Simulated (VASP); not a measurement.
Runs of VASP 6.6.1 on MnO2. It takes space group P4_2/mnm (No. 136, tetragonal). Conventional cell: a = 4.398 Å, b = 4.398 Å, c = 2.873 Å, α = 90.00°, β = 90.00°, γ = 90.00°. Within 2.5 Å of Mn (site symmetry mmm) lie 6 O at 1.88 to 1.90 Å. O (site symmetry m2m) has 3 Mn at 1.88 to 1.90 Å and 1 O at 2.42 Å within 2.5 Å. 

```csv
potentials or basis,cutoff (eV),smearing,second run,gap on the mesh (eV),pressure (GPa),largest force (eV/Å)
"VASP PAW PBE potentials, release 64 (Mn_sv, O)",600,fermi-dirac 0.02 eV,valence_matched,none,-8.1,0.32
"VASP PAW PBE potentials, release 64 (Mn_sv, O)",600,fermi-dirac 0.01 eV,valence_matched,none,-8.1,0.32
"VASP PAW PBE potentials, release 64 (Mn_pv, O)",520,gaussian 0.3 eV,-,none,-4.7,0.28
"VASP PAW PBE potentials, release 64 (Mn_pv, O)",520,fermi-dirac 0.01 eV,-,none,(b),0.34
"VASP PAW PBE potentials, release 64 (Mn_sv, O)",600,gaussian 0.3 eV,valence_matched,none,-7.5,(a)
```

Alike in all rows: task single point; level PBE; no spin polarisation; cell as given; k mesh 5 × 5 × 7.

Task: Fill in the values left out.

Result: (a) 0.26; (b) -5.4.

Caveats: the run has no spin polarisation, though such a crystal can be magnetic; semilocal functionals often make such compounds metallic where correlation or magnetic order opens a gap, which also shifts bond lengths.

A gap of «none» marks levels without a gap at the run's occupations.

The runs don't all hold the same shells in valence.
